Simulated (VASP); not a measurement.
# B (Fm-3m) in VASP: notebook

The runs below take B through single point, with BLYP.

Program: VASP 6.6.1. These are calculated values, not measurements. Logs are shortened: lines on timing, memory, paths and dates and some standing lists are left out, and cuts for length are marked.

## (1) The cell of the first run

It takes space group Fm-3m (No. 225, cubic). Conventional cell: a = 2.896 Å, b = 2.896 Å, c = 2.896 Å, α = 90.00°, β = 90.00°, γ = 90.00°. B (site symmetry m-3m) has 12 B at 2.05 Å within 2.7 Å.

## (2) Single point, BLYP

The input, INCAR:

```
SYSTEM = B
  PREC = Accurate
  ENCUT = 520
  EDIFF = 1E-7
  ISMEAR = -1
  SIGMA = 0.1
  LREAL = .FALSE.
  LASPH = .TRUE.
  NELM = 80
  ALGO = Normal
  ISIF = 2
  LWAVE = .FALSE.
  LCHARG = .TRUE.
  GGA = B5
  ALDAX = 1.0
  AGGAX = 1.0
  AGGAC = 1.0
  ALDAC = 0.0
  LELF = .TRUE.
  LVHAR = .TRUE.
  NBANDS = 8
```

The input, KPOINTS:

```
Automatic mesh
0
G
  18 18 18
  0 0 0
```

The input, POSCAR:

```
B
1.0
    0.0000000000      1.4479053450      1.4479053450
    1.4479053450      0.0000000000      1.4479053450
    1.4479053450      1.4479053450      0.0000000000
B
1
Direct
    0.0000000000      0.0000000000      0.0000000000
```

Potentials or basis: VASP PAW PBE potentials, release 64 (B).

Run with:

```sh
> cat potpaw_PBE.64/B/POTCAR > POTCAR
> mpirun -np 1 vasp_std > vasp.out
```

OUTCAR:

```text
SYSTEM = B
   PREC = Accurate
   ENCUT = 520
   EDIFF = 1E-7
   ISMEAR = -1
   LREAL = .FALSE.
   LASPH = .TRUE.
   NELM = 80
   ISIF = 2
   GGA = B5

 ion  position               nearest neighbor table
   1  0.000  0.000  0.000-

  LATTYP: Found a face centered cubic cell.
 ALAT       =     2.8958106900

  Lattice vectors:

 A1 = (   0.0000000000,   1.4479053450,   1.4479053450)
 A2 = (   1.4479053450,   0.0000000000,   1.4479053450)
 A3 = (   1.4479053450,   1.4479053450,   0.0000000000)

Analysis of symmetry for initial positions (statically):
=====================================================================
 Subroutine PRICEL returns:
 Original cell was already a primitive cell.

 Routine SETGRP: Setting up the symmetry group for a
 face centered cubic supercell.

 Subroutine GETGRP returns: Found 48 space group operations
 (whereof 48 operations were pure point group operations)
 out of a pool of 48 trial point group operations.

The static configuration has the point symmetry O_h .

Analysis of symmetry for dynamics (positions and initial velocities):
=====================================================================
 Subroutine PRICEL returns:
 Original cell was already a primitive cell.

 Routine SETGRP: Setting up the symmetry group for a
 face centered cubic supercell.

 Subroutine GETGRP returns: Found 48 space group operations
 (whereof 48 operations were pure point group operations)
 out of a pool of 48 trial point group operations.

The dynamic configuration has the point symmetry O_h .

 Subroutine INISYM returns: Found 48 space group operations
 (whereof 48 operations are pure point group operations),
 and found     1 'primitive' translations

----------------------------------------------------------------------------------------

                                     Primitive cell

  volume of cell :       6.0709

  direct lattice vectors                    reciprocal lattice vectors
     0.000000000  1.447905345  1.447905345    -0.345326441  0.345326441  0.345326441
     1.447905345  0.000000000  1.447905345     0.345326441 -0.345326441  0.345326441
     1.447905345  1.447905345  0.000000000     0.345326441  0.345326441 -0.345326441

  length of vectors
     2.047647376  2.047647376  2.047647376     0.598122941  0.598122941  0.598122941

  position of ions in fractional coordinates (direct lattice)
     0.000000000  0.000000000  0.000000000

  ion indices of the primitive-cell ions
   primitive index   ion index
                 1           1

----------------------------------------------------------------------------------------

 KPOINTS: Automatic mesh

Automatic generation of k-mesh.
 Grid dimensions read from file:
 generate k-points for:   18   18   18

 Generating k-lattice:

  Cartesian coordinates                     Fractional coordinates (reciprocal lattice)
    -0.019184802  0.019184802  0.019184802     0.055555556  0.000000000  0.000000000
     0.019184802 -0.019184802  0.019184802     0.000000000  0.055555556  0.000000000
     0.019184802  0.019184802 -0.019184802     0.000000000  0.000000000  0.055555556

  Length of vectors
     0.033229052  0.033229052  0.033229052

  Shift w.r.t. Gamma in fractional coordinates (k-lattice)
     0.000000000  0.000000000  0.000000000

 Subroutine IBZKPT returns following result:
 ===========================================

 Found    195 irreducible k-points:

 Following reciprocal coordinates:
            Coordinates               Weight
  0.000000  0.000000  0.000000      1.000000
  0.055556  0.000000  0.000000      8.000000
  0.111111  0.000000  0.000000      8.000000
  0.166667  0.000000  0.000000      8.000000
  0.222222  0.000000  0.000000      8.000000
  0.277778  0.000000  0.000000      8.000000
[... 16 lines left out ...]
 -0.277778  0.055556  0.000000     24.000000
 -0.222222  0.055556  0.000000     24.000000
 [... further k-points ...]
   k-points           NKPTS =    195   k-points in BZ     NKDIM =    195   number of bands    NBANDS=      8
   number of dos      NEDOS =    301   number of ions     NIONS =      1
   total plane-waves  NPLWV =   4096
   dimension x,y,z NGX =    16 NGY =   16 NGZ =   16
   dimension x,y,z NGXF=    32 NGYF=   32 NGZF=   32
   ions per type =               1
   NGX,Y,Z   is equivalent  to a cutoff of  12.99, 12.99, 12.99 a.u.
   NGXF,Y,Z  is equivalent  to a cutoff of  25.98, 25.98, 25.98 a.u.
 SYSTEM =  B
   PREC   = accura    normal or accurate (medium, high low for compatibility)
   ISTART =      0    job   : 0-new  1-cont  2-samecut
   ICHARG =      2    charge: 1-file 2-atom 10-const
   ISPIN  =      1    spin polarized calculation?
   LNONCOLLINEAR =      F non collinear calculations
   LSORBIT =      F    spin-orbit coupling
   LASPH  =      T    aspherical Exc in radial PAW
   ENCUT  =  520.0 eV  38.22 Ry    6.18 a.u.   3.81  3.81  3.81*2*pi/ulx,y,z
   NELM   =     80;   NELMIN=  2; NELMDL= -5     # of ELM steps
   EDIFF  = 0.1E-06   stopping-criterion for ELM
   LREAL  =      F    real-space projection
   EDIFFG = 0.1E-05   stopping-criterion for IOM
   NSW    =      0    number of steps for IOM
   IBRION =     -1    ionic relax: 0-MD 1-quasi-New 2-CG
   NFREE  =      0    steps in history (QN), initial steepest desc. (CG)
   ISIF   =      2    stress and relaxation
   ISYM   =      2    0-nonsym 1-usesym 2-fastsym
   POTIM  = 0.5000    time-step for ionic-motion
   TEBEG  =    0.0;   TEEND  =   0.0 temperature during run
   PSTRESS=    0.0 pullay stress
   NELECT =       3.0000    total number of electrons
   NUPDOWN=      -1.0000    fix difference up-down
   EMIN   =  10.00;   EMAX   =-10.00  energy-range for DOS
   EFERMI =   0.00;   METHOD = LEGACY
   ISMEAR =    -1;   SIGMA  =   0.10  broadening in eV -4-tet -1-fermi 0-gaus
   EFERMI_NEDOS =   21; number of points for ismear=-14 and -15
   IALGO  =     38    algorithm
   IMIX   =      4    mixing-type and parameters
     AMIX     =   0.40;   BMIX     =  1.00
     AMIX_MAG =   1.60;   BMIX_MAG =  1.00
  volume/ion in A,a.u.               =       6.07        40.97
  Fermi-wavevector in a.u.,A,eV,Ry     =   1.294290  2.445854 22.792313  1.675188
  Thomas-Fermi vector in A             =   2.425883
   LORBIT       =      0    0 simple, 1 ext, 2 COOP (PROOUT), +10 PAW based schemes
   GGA     = B5    functional components
   LHFCALC =     F    Hartree Fock is set to
   AEXX    =    0.0000 exact exchange contribution
   IVDW    =     0    specifies the selected vdW correction
   LEPSILON=     F    determine dielectric tensor
   LRPA    =     F    only Hartree local field effects (RPA)
 non-spin polarized calculation
  energy-cutoff  :      520.00
  volume of cell :        6.07
 maximum number of plane-waves:       172
   NGX =  7   NGY =  7   NGZ =  7

 number of electron       3.0000000 magnetization

 Free energy of the ion-electron system (eV)
  ---------------------------------------------------
  ext. energy  EPLUGINS =         0.00000000
  ---------------------------------------------------
  free energy    TOTEN  =        -4.38212922 eV

  energy without entropy =       -4.37486982  energy(sigma->0) =       -4.37849952

 E-fermi :  10.6612     XC(G=0): -12.2546

 val. band max:       10.6373425418   @ k =  -0.3889   0.5000   0.1111
 cond. band min:      10.6769723506   @ k =  -0.3333   0.0556   0.0000
 fundamental gap:      0.0396298089
 Fermi energy:        10.6612081647

 k-point     1 :       0.0000    0.0000    0.0000
  band No.  band energies     occupation
      1      -8.0540      2.00000
      2      25.7376      0.00000
      3      25.7376      0.00000
      4      25.7376      0.00000
      5      42.6856      0.00000
      6      42.6856      0.00000
      7      42.6856      0.00000
      8      46.5349      0.00000

 k-point     2 :       0.0556    0.0000    0.0000
  band No.  band energies     occupation
      1      -7.9220      2.00000
      2      25.1279      0.00000
      3      25.6089      0.00000
      4      25.6089      0.00000
      5      41.2960      0.00000
      6      42.9773      0.00000
      7      42.9773      0.00000
      8      48.7824      0.00000

 k-point     3 :       0.1111    0.0000    0.0000
  band No.  band energies     occupation
      1      -7.5261      2.00000
      2      23.3815      0.00000
      3      25.2623      0.00000
      4      25.2623      0.00000
      5      39.8984      0.00000
      6      43.6968      0.00000
      7      43.6968      0.00000
      8      50.7251      0.00000

 k-point     4 :       0.1667    0.0000    0.0000
  band No.  band energies     occupation
      1      -6.8669      2.00000
      2      20.7972      0.00000
      3      24.7893      0.00000
      4      24.7893      0.00000
      5      39.4236      0.00000
      6      44.2614      0.00000
      7      44.2614      0.00000
      8      48.7859      0.00000

 k-point     5 :       0.2222    0.0000    0.0000
  band No.  band energies     occupation
      1      -5.9463      2.00000
      2      17.7788      0.00000
      3      24.2843      0.00000
      4      24.2843      0.00000
      5      39.6882      0.00000
      6      43.8432      0.00000
      7      43.8432      0.00000
      8      46.9292      0.00000
[... 177 lines left out ...]
 k-point    22 :      -0.3333    0.0556    0.0000
  band No.  band energies     occupation
      1      -2.7033      2.00000
      2      10.6770      0.92134
      3      22.2972      0.00000
      4      23.6932      0.00000
      5      39.3738      0.00000
      6      40.9713      0.00000
      7      42.0403      0.00000
      8      46.4419      0.00000

 k-point    23 :      -0.2778    0.0556    0.0000
  band No.  band energies     occupation
      1      -4.2027      2.00000
      2      13.6776      0.00000
      3      22.5167      0.00000
      4      24.2131      0.00000
      5      40.1588      0.00000
      6      41.4468      0.00000
      7      41.9764      0.00000
      8      47.4064      0.00000

 k-point    24 :      -0.2222    0.0556    0.0000
  band No.  band energies     occupation
      1      -5.4644      2.00000
      2      16.7949      0.00000
      3      22.8913      0.00000
      4      24.7472      0.00000
      5      39.6141      0.00000
      6      42.6029      0.00000
      7      43.1974      0.00000
      8      48.3260      0.00000

 [... further k-points ...]
[... 5 lines left out ...]
  --------------------------------------------------------------------------------------
  -------------------------------------------------------------------------------------
  Total        0.0075474      0.0075474      0.0075474     -0.0000000     -0.0000000      0.0000000
  in kB        1.9918484      1.9918484      1.9918484     -0.0000000     -0.0000000      0.0000000
  external PRESSURE =       1.9918484 kB  Pullay stress =       0.0000000 kB

 VOLUME and BASIS-vectors are now :
 -----------------------------------------------------------------------------
  energy-cutoff  :      520.00
  volume of cell :        6.07
      direct lattice vectors                 reciprocal lattice vectors
     0.000000000  1.447905345  1.447905345    -0.345326441  0.345326441  0.345326441
     1.447905345  0.000000000  1.447905345     0.345326441 -0.345326441  0.345326441
     1.447905345  1.447905345  0.000000000     0.345326441  0.345326441 -0.345326441

 POSITION                                       TOTAL-FORCE (eV/Angst)
 -----------------------------------------------------------------------------------
      0.00000      0.00000      0.00000        -0.000000      0.000000      0.000000
 -----------------------------------------------------------------------------------
    total drift:                               -0.000000     -0.000000     -0.000000

  FREE ENERGIE OF THE ION-ELECTRON SYSTEM (eV)
  ---------------------------------------------------
  free  energy   TOTEN  =        -4.3821292164 eV

  energy  without entropy=       -4.3748698155  energy(sigma->0) =       -4.37849952
```

Run time: 6 s. Hardware: 1 thread of Intel Xeon Platinum 8259CL at 2.50GHz (Skylake/Cascade Lake), shared host; peak memory 0.11 GiB.

What came out:

* Free energy: -4.3821 eV
* Pressure: 0.2 GPa

Caveat: the PAW data sets were made with another functional, which shifts forces and pressure a little.

(Continued in part 2 of 2.)
